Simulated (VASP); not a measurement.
# Te (Im-3m) in VASP: a series of runs

Runs on Te. Level: PBEsol. Tasks: single point.

Everything below comes from runs of VASP 6.6.1. Logs are shortened: lines on timing, memory, paths and dates and some standing lists are left out, and cuts for length are marked.

**1. The cell of the first run**

The structure is cubic, space group Im-3m (No. 229). Conventional cell: a = 3.795 Å, b = 3.795 Å, c = 3.795 Å, α = 90.00°, β = 90.00°, γ = 90.00°. Within 4.3 Å of Te (site symmetry m-3m) lie 14 Te at 3.29 to 3.80 Å.

**2. Single point, PBEsol**

The input, INCAR:

```
ALGO = Normal ; EDIFF = 1E-6
ENCUT = 520 ; GGA = PS
ISIF = 2 ; ISMEAR = -1
LASPH = T ; LCHARG = T
LELF = T ; LREAL = F
LVHAR = T ; LWAVE = F
NBANDS = 9 ; NELM = 80
PREC = Accurate ; SIGMA = 0.02
```

The input, KPOINTS:

```
k-points
0
Gamma
  9 9 9
```

The input, POSCAR:

```
Te
1.0
    1.8975312269      1.8975312269      1.8975312269
   -1.8975312269      1.8975312269      1.8975312269
   -1.8975312269     -1.8975312269      1.8975312269
Te
1
Direct
    0.0000000000      0.0000000000      0.0000000000
```

Potentials or basis: VASP PAW PBE potentials, release 64 (Te).

Command:

```console
> cat potpaw_PBE.64/Te/POTCAR > POTCAR
> mpirun -np 1 vasp_std > vasp.out
```

OUTCAR:

```text
EDIFF = 1E-6
   ENCUT = 520
   GGA = PS
   ISIF = 2
   ISMEAR = -1
   LASPH = T
   LREAL = F
   NELM = 80
   PREC = Accurate

 ion  position               nearest neighbor table
   1  0.000  0.000  0.000-

  LATTYP: Found a body centered cubic cell.
 ALAT       =     3.7950624538

  Lattice vectors:

 A1 = (   1.8975312269,  -1.8975312269,  -1.8975312269)
 A2 = (   1.8975312269,   1.8975312269,   1.8975312269)
 A3 = (  -1.8975312269,  -1.8975312269,   1.8975312269)

Analysis of symmetry for initial positions (statically):
=====================================================================
 Subroutine PRICEL returns:
 Original cell was already a primitive cell.

 Routine SETGRP: Setting up the symmetry group for a
 body centered cubic supercell.

 Subroutine GETGRP returns: Found 48 space group operations
 (whereof 48 operations were pure point group operations)
 out of a pool of 48 trial point group operations.

The static configuration has the point symmetry O_h .

Analysis of symmetry for dynamics (positions and initial velocities):
=====================================================================
 Subroutine PRICEL returns:
 Original cell was already a primitive cell.

 Routine SETGRP: Setting up the symmetry group for a
 body centered cubic supercell.

 Subroutine GETGRP returns: Found 48 space group operations
 (whereof 48 operations were pure point group operations)
 out of a pool of 48 trial point group operations.

The dynamic configuration has the point symmetry O_h .

 Subroutine INISYM returns: Found 48 space group operations
 (whereof 48 operations are pure point group operations),
 and found     1 'primitive' translations

----------------------------------------------------------------------------------------

                                     Primitive cell

  volume of cell :      27.3292

  direct lattice vectors                    reciprocal lattice vectors
     1.897531227  1.897531227  1.897531227     0.263500275  0.000000000  0.263500275
    -1.897531227  1.897531227  1.897531227    -0.263500275  0.263500275  0.000000000
    -1.897531227 -1.897531227  1.897531227     0.000000000 -0.263500275  0.263500275

  length of vectors
     3.286620494  3.286620494  3.286620494     0.372645663  0.372645663  0.372645663

  position of ions in fractional coordinates (direct lattice)
[... 71 lines left out ...]
   ISPIN  =      1    spin polarized calculation?
   LNONCOLLINEAR =      F non collinear calculations
   LSORBIT =      F    spin-orbit coupling
   LASPH  =      T    aspherical Exc in radial PAW
   ENCUT  =  520.0 eV  38.22 Ry    6.18 a.u.   6.11  6.11  6.11*2*pi/ulx,y,z
   NELM   =     80;   NELMIN=  2; NELMDL= -5     # of ELM steps
   EDIFF  = 0.1E-05   stopping-criterion for ELM
   LREAL  =      F    real-space projection
   EDIFFG = 0.1E-04   stopping-criterion for IOM
   NSW    =      0    number of steps for IOM
   IBRION =     -1    ionic relax: 0-MD 1-quasi-New 2-CG
   NFREE  =      0    steps in history (QN), initial steepest desc. (CG)
   ISIF   =      2    stress and relaxation
   ISYM   =      2    0-nonsym 1-usesym 2-fastsym
   POTIM  = 0.5000    time-step for ionic-motion
   TEBEG  =    0.0;   TEEND  =   0.0 temperature during run
   PSTRESS=    0.0 pullay stress
   NELECT =       6.0000    total number of electrons
   NUPDOWN=      -1.0000    fix difference up-down
   EMIN   =  10.00;   EMAX   =-10.00  energy-range for DOS
   EFERMI =   0.00;   METHOD = LEGACY
   ISMEAR =    -1;   SIGMA  =   0.02  broadening in eV -4-tet -1-fermi 0-gaus
   EFERMI_NEDOS =   21; number of points for ismear=-14 and -15
   IALGO  =     38    algorithm
   IMIX   =      4    mixing-type and parameters
     AMIX     =   0.40;   BMIX     =  1.00
     AMIX_MAG =   1.60;   BMIX_MAG =  1.00
  volume/ion in A,a.u.               =      27.33       184.43
  Fermi-wavevector in a.u.,A,eV,Ry     =   0.987604  1.866302 13.270610  0.975362
  Thomas-Fermi vector in A             =   2.119070
   LORBIT       =      0    0 simple, 1 ext, 2 COOP (PROOUT), +10 PAW based schemes
   GGA     = PS    functional components
   LHFCALC =     F    Hartree Fock is set to
   AEXX    =    0.0000 exact exchange contribution
   IVDW    =     0    specifies the selected vdW correction
   LEPSILON=     F    determine dielectric tensor
   LRPA    =     F    only Hartree local field effects (RPA)
 non-spin polarized calculation
  energy-cutoff  :      520.00
  volume of cell :       27.33
 maximum number of plane-waves:       746
   NGX = 13   NGY = 13   NGZ = 13

 number of electron       5.9999999 magnetization

 Free energy of the ion-electron system (eV)
  ---------------------------------------------------
  ext. energy  EPLUGINS =         0.00000000
  ---------------------------------------------------
  free energy    TOTEN  =        -3.30209029 eV

  energy without entropy =       -3.30017382  energy(sigma->0) =       -3.30113206

 E-fermi :   8.1618     XC(G=0): -10.3702

 val. band max:        8.1474610715   @ k =   0.2222   0.2222   0.2222
 cond. band min:       8.1779370314   @ k =   0.1111  -0.4444   0.1111
 fundamental gap:      0.0304759599
 Fermi energy:         8.1617868315

 k-point     1 :       0.0000    0.0000    0.0000
  band No.  band energies     occupation
      1      -5.9244      2.00000
      2      11.4949      0.00000
      3      11.4949      0.00000
      4      11.4949      0.00000
      5      18.2799      0.00000
      6      18.2799      0.00000
      7      18.2799      0.00000
      8      18.5068      0.00000
      9      20.1529      0.00000
[... 265 lines left out ...]
 k-point    24 :       0.2222   -0.4444    0.1111
  band No.  band energies     occupation
      1      -2.6386      2.00000
      2       3.5840      2.00000
      3       5.7830      2.00000
      4       7.4871      2.00000
      5      17.9422      0.00000
      6      19.2466      0.00000
      7      21.7267      0.00000
      8      21.8431      0.00000
      9      23.6486      0.00000

 [... further k-points ...]
[... 5 lines left out ...]
  --------------------------------------------------------------------------------------
  -------------------------------------------------------------------------------------
  Total        0.0031392      0.0031392      0.0031392     -0.0000000     -0.0000000     -0.0000000
  in kB        0.1840372      0.1840372      0.1840372     -0.0000000     -0.0000000     -0.0000000
  external PRESSURE =       0.1840372 kB  Pullay stress =       0.0000000 kB

 VOLUME and BASIS-vectors are now :
 -----------------------------------------------------------------------------
  energy-cutoff  :      520.00
  volume of cell :       27.33
      direct lattice vectors                 reciprocal lattice vectors
     1.897531227  1.897531227  1.897531227     0.263500275  0.000000000  0.263500275
    -1.897531227  1.897531227  1.897531227    -0.263500275  0.263500275  0.000000000
    -1.897531227 -1.897531227  1.897531227     0.000000000 -0.263500275  0.263500275

 POSITION                                       TOTAL-FORCE (eV/Angst)
 -----------------------------------------------------------------------------------
      0.00000      0.00000      0.00000         0.000000      0.000000      0.000000
 -----------------------------------------------------------------------------------
    total drift:                               -0.000000     -0.000000      0.000000

  FREE ENERGIE OF THE ION-ELECTRON SYSTEM (eV)
  ---------------------------------------------------
  free  energy   TOTEN  =        -3.3020902912 eV

  energy  without entropy=       -3.3001738204  energy(sigma->0) =       -3.30113206
```

stdout:

```text
POSCAR found type information on POSCAR Te
 POSCAR found :  1 types and       1 ions
 scaLAPACK will be used
 -----------------------------------------------------------------------------
|                                                                             |
|                                                                             |
|     You enforced a specific xc type in the INCAR file but a different       |
|     I HOPE YOU KNOW WHAT YOU ARE DOING!                                     |
|                                                                             |
 -----------------------------------------------------------------------------

 LDA part: xc-table for (Slater+PW92), standard interpolation
 POSCAR, INCAR and KPOINTS ok, starting setup
 FFT: planning ... GRIDC
 FFT: planning ... GRID_SOFT
 FFT: planning ... GRID
 WAVECAR not read
 entering main loop
```

It took 5.1 s on 1 thread of Intel Xeon 6975P-C, shared host; peak memory 0.14 GiB.

What came out:

```yaml
Free_energy: -3.3021 eV
Pressure: 0.0 GPa
Band_gap_on_the_k_mesh: zero (band 3 reaches 11.49 eV, above the bottom of band 4 at 5.32 eV)
```

Caveat: the PAW data sets were made with another functional, which shifts forces and pressure a little; spin-orbit coupling is left out, which moves the levels of the heavy elements.

**3. Single point, PBEsol**

This run uses another cell than the first one, of 27.06 Å³/atom, 0.990 times its volume.

The input, INCAR:

```
PREC = Accurate
ENCUT = 520
EDIFF = 1E-6
ISMEAR = -1
SIGMA = 0.02
LREAL = False
LASPH = True
NELM = 100
ALGO = Normal
ISIF = 2
LWAVE = False
LCHARG = False
GGA = PS
NBANDS = 9
```

The input, KPOINTS:

```
Automatic mesh
0
Gamma
  9 9 9
```

The input, POSCAR:

```
Te
1.0
    1.8911849212      1.8911849212      1.8911849212
   -1.8911849212      1.8911849212      1.8911849212
   -1.8911849212     -1.8911849212      1.8911849212
Te
1
Direct
    0.0000000000      0.0000000000      0.0000000000
```

Potentials or basis: VASP PAW PBE potentials, release 64 (Te).

Command:

```console
> cat potpaw_PBE.64/Te/POTCAR > POTCAR
> mpirun -np 1 vasp_std > vasp.out
```

OUTCAR:

```text
PREC = Accurate
   ENCUT = 520
   EDIFF = 1E-6
   ISMEAR = -1
   LREAL = False
   LASPH = True
   NELM = 100
   ISIF = 2
   GGA = PS

 ion  position               nearest neighbor table
   1  0.000  0.000  0.000-

  LATTYP: Found a body centered cubic cell.
 ALAT       =     3.7823698424

  Lattice vectors:

 A1 = (   1.8911849212,  -1.8911849212,  -1.8911849212)
 A2 = (   1.8911849212,   1.8911849212,   1.8911849212)
 A3 = (  -1.8911849212,  -1.8911849212,   1.8911849212)

Analysis of symmetry for initial positions (statically):
=====================================================================
 Subroutine PRICEL returns:
 Original cell was already a primitive cell.

 Routine SETGRP: Setting up the symmetry group for a
 body centered cubic supercell.

 Subroutine GETGRP returns: Found 48 space group operations
 (whereof 48 operations were pure point group operations)
 out of a pool of 48 trial point group operations.

The static configuration has the point symmetry O_h .

Analysis of symmetry for dynamics (positions and initial velocities):
=====================================================================
 Subroutine PRICEL returns:
 Original cell was already a primitive cell.

 Routine SETGRP: Setting up the symmetry group for a
 body centered cubic supercell.

 Subroutine GETGRP returns: Found 48 space group operations
 (whereof 48 operations were pure point group operations)
 out of a pool of 48 trial point group operations.

The dynamic configuration has the point symmetry O_h .

 Subroutine INISYM returns: Found 48 space group operations
 (whereof 48 operations are pure point group operations),
 and found     1 'primitive' translations
[... 102 lines left out ...]
   TEBEG  =    0.0;   TEEND  =   0.0 temperature during run
   PSTRESS=    0.0 pullay stress
   NELECT =       6.0000    total number of electrons
   NUPDOWN=      -1.0000    fix difference up-down
   EMIN   =  10.00;   EMAX   =-10.00  energy-range for DOS
   EFERMI =   0.00;   METHOD = LEGACY
   ISMEAR =    -1;   SIGMA  =   0.02  broadening in eV -4-tet -1-fermi 0-gaus
   EFERMI_NEDOS =   21; number of points for ismear=-14 and -15
   IALGO  =     38    algorithm
   IMIX   =      4    mixing-type and parameters
     AMIX     =   0.40;   BMIX     =  1.00
     AMIX_MAG =   1.60;   BMIX_MAG =  1.00
  volume/ion in A,a.u.               =      27.06       182.58
  Fermi-wavevector in a.u.,A,eV,Ry     =   0.990918  1.872564 13.359825  0.981919
  Thomas-Fermi vector in A             =   2.122623
   LORBIT       =      0    0 simple, 1 ext, 2 COOP (PROOUT), +10 PAW based schemes
   GGA     = PS    functional components
   LHFCALC =     F    Hartree Fock is set to
   AEXX    =    0.0000 exact exchange contribution
   IVDW    =     0    specifies the selected vdW correction
   LEPSILON=     F    determine dielectric tensor
   LRPA    =     F    only Hartree local field effects (RPA)
 non-spin polarized calculation
  energy-cutoff  :      520.00
  volume of cell :       27.06
 maximum number of plane-waves:       741
   NGX = 13   NGY = 13   NGZ = 13

 number of electron       5.9999999 magnetization

 Free energy of the ion-electron system (eV)
  ---------------------------------------------------
  ext. energy  EPLUGINS =         0.00000000
  ---------------------------------------------------
  free energy    TOTEN  =        -3.30154750 eV

  energy without entropy =       -3.29916627  energy(sigma->0) =       -3.30035689

 E-fermi :   8.3046     XC(G=0): -10.4152

 val. band max:        8.2903458194   @ k =   0.2222   0.2222   0.2222
 cond. band min:       8.3092660097   @ k =   0.1111  -0.4444   0.1111
 fundamental gap:      0.0189201903
 Fermi energy:         8.3046117922

 k-point     1 :       0.0000    0.0000    0.0000
  band No.  band energies     occupation
      1      -5.8648      2.00000
      2      11.6950      0.00000
      3      11.6950      0.00000
      4      11.6950      0.00000
      5      18.4477      0.00000
      6      18.4477      0.00000
      7      18.4477      0.00000
      8      18.7813      0.00000
      9      20.2934      0.00000
[... 265 lines left out ...]
 k-point    24 :       0.2222   -0.4444    0.1111
  band No.  band energies     occupation
      1      -2.5231      2.00000
      2       3.6794      2.00000
      3       5.8884      2.00000
      4       7.6116      2.00000
      5      18.1478      0.00000
      6      19.4543      0.00000
      7      21.9489      0.00000
      8      22.0242      0.00000
      9      23.8471      0.00000

 [... further k-points ...]
[... 5 lines left out ...]
  --------------------------------------------------------------------------------------
  -------------------------------------------------------------------------------------
  Total        0.0973037      0.0973037      0.0973037      0.0000000      0.0000000     -0.0000000
  in kB        5.7620653      5.7620653      5.7620653      0.0000000      0.0000000     -0.0000000
  external PRESSURE =       5.7620653 kB  Pullay stress =       0.0000000 kB

 VOLUME and BASIS-vectors are now :
 -----------------------------------------------------------------------------
  energy-cutoff  :      520.00
  volume of cell :       27.06
      direct lattice vectors                 reciprocal lattice vectors
     1.891184921  1.891184921  1.891184921     0.264384511  0.000000000  0.264384511
    -1.891184921  1.891184921  1.891184921    -0.264384511  0.264384511  0.000000000
    -1.891184921 -1.891184921  1.891184921     0.000000000 -0.264384511  0.264384511

 POSITION                                       TOTAL-FORCE (eV/Angst)
 -----------------------------------------------------------------------------------
      0.00000      0.00000      0.00000        -0.000000      0.000000      0.000000
 -----------------------------------------------------------------------------------
    total drift:                               -0.000000     -0.000000      0.000000

  FREE ENERGIE OF THE ION-ELECTRON SYSTEM (eV)
  ---------------------------------------------------
  free  energy   TOTEN  =        -3.3015474997 eV

  energy  without entropy=       -3.2991662734  energy(sigma->0) =       -3.30035689
```

OSZICAR:

```text
N       E                     dE             d eps       ncg     rms          rms(c)
DAV:   1     0.105269379960E+02    0.10527E+02   -0.22702E+03   630   0.511E+02
DAV:   2    -0.292173038584E+01   -0.13449E+02   -0.12828E+02   838   0.698E+01
DAV:   3    -0.330241486675E+01   -0.38068E+00   -0.37961E+00   779   0.111E+01
DAV:   4    -0.330401343648E+01   -0.15986E-02   -0.15982E-02   856   0.895E-01
DAV:   5    -0.330402273591E+01   -0.92994E-05   -0.93001E-05   809   0.576E-02    0.781E+00
DAV:   6    -0.330217341487E+01    0.18493E-02   -0.19784E-03   746   0.217E-01    0.480E+00
DAV:   7    -0.330157841867E+01    0.59500E-03   -0.41561E-03   689   0.311E-01    0.165E-01
DAV:   8    -0.330154832850E+01    0.30090E-04   -0.14572E-04   677   0.723E-02    0.286E-02
DAV:   9    -0.330154749969E+01    0.82881E-06   -0.38902E-06   859   0.130E-02
   1 F= -.33015475E+01 E0= -.33003569E+01  d E =-.238123E-02
```

stdout:

```text
POSCAR found type information on POSCAR Te
 POSCAR found :  1 types and       1 ions
 scaLAPACK will be used
 -----------------------------------------------------------------------------
|                                                                             |
|                                                                             |
|     You enforced a specific xc type in the INCAR file but a different       |
|     I HOPE YOU KNOW WHAT YOU ARE DOING!                                     |
|                                                                             |
 -----------------------------------------------------------------------------

 LDA part: xc-table for (Slater+PW92), standard interpolation
 POSCAR, INCAR and KPOINTS ok, starting setup
 FFT: planning ... GRIDC
 FFT: planning ... GRID_SOFT
 FFT: planning ... GRID
 WAVECAR not read
 entering main loop
```

Wall time 5 s (1 thread of Intel Xeon 6975P-C, shared host); peak memory 0.14 GiB.

Results:

- Free energy: -3.3015 eV
- Pressure: 0.6 GPa
- Band gap on the k mesh: zero (band 3 reaches 11.70 eV, above the bottom of band 4 at 5.43 eV)

Levels at points of the mesh, in eV from the Fermi level:
```
           k point  band 1  band 2  band 3  band 4  band 5  band 6  band 7  band 8
(0.00, 0.00, 0.00)  -14.17    3.39    3.39    3.39   10.14   10.14   10.14   10.48
```

Caveat: the PAW data sets were made with another functional, which shifts forces and pressure a little; spin-orbit coupling is left out, which moves the levels of the heavy elements.

**4. Single point, PBEsol**

This run uses another cell than the first one, of 27.60 Å³/atom, 1.010 times its volume.

The input, INCAR:

```
SYSTEM = Te
PREC = Accurate
ENCUT = 520
EDIFF = 1E-7
ISMEAR = -1
SIGMA = 0.02
LREAL = .FALSE.
LASPH = .TRUE.
NELM = 100
ALGO = Normal
ISIF = 2
LWAVE = .FALSE.
LCHARG = .FALSE.
GGA = PS
NBANDS = 9
```

The input, KPOINTS:

```
Automatic mesh
0
G
  9 9 9
  0 0 0
```

The input, POSCAR:

```
Te
1.0
    1.9038353637      1.9038353637      1.9038353637
   -1.9038353637      1.9038353637      1.9038353637
   -1.9038353637     -1.9038353637      1.9038353637
Te
1
Direct
    0.0000000000      0.0000000000      0.0000000000
```

Command:

```console
> cat potpaw_PBE.64/Te/POTCAR > POTCAR
> mpirun -np 1 vasp_std > vasp.out
```

Wall time 12 s (1 thread of Intel Xeon 6975P-C, shared host); peak memory 0.16 GiB.

It converged, with:

```
Free energy            : -3.3017 eV
Pressure               : -0.6 GPa
Band gap on the k mesh : zero (band 3 reaches 11.30 eV, above the bottom of band 4 at 5.22 eV)
```

Levels at points of the mesh, in eV from the Fermi level:
```tsv
k point	band 1	band 2	band 3	band 4	band 5	band 6	band 7	band 8
(0.00, 0.00, 0.00)	-14.01	3.27	3.27	3.27	10.09	10.09	10.09	10.21
```

Caveat: the PAW data sets were made with another functional, which shifts forces and pressure a little; spin-orbit coupling is left out, which moves the levels of the heavy elements.

**5. The runs side by side**

```csv
cell,gap on the mesh (eV),pressure (GPa)
"a = 3.287 Å, angles 70.5, 109.5, 70.5°, 1 atom",none,0.0
"a = 3.276 Å, angles 70.5, 109.5, 70.5°, 1 atom",none,0.6
"a = 3.298 Å, angles 70.5, 109.5, 70.5°, 1 atom",none,-0.6
```

Alike in all rows: task single point; level PBEsol; potentials or basis VASP PAW PBE potentials, release 64 (Te); no spin polarisation; k mesh 9 × 9 × 9; cutoff (eV) 520; smearing fermi-dirac 0.02 eV.

Caveats: the PAW data sets were made with another functional, which shifts forces and pressure a little; spin-orbit coupling is left out, which moves the levels of the heavy elements.

Total energies depend on the potentials used, so only differences within one code and one set of settings carry meaning.
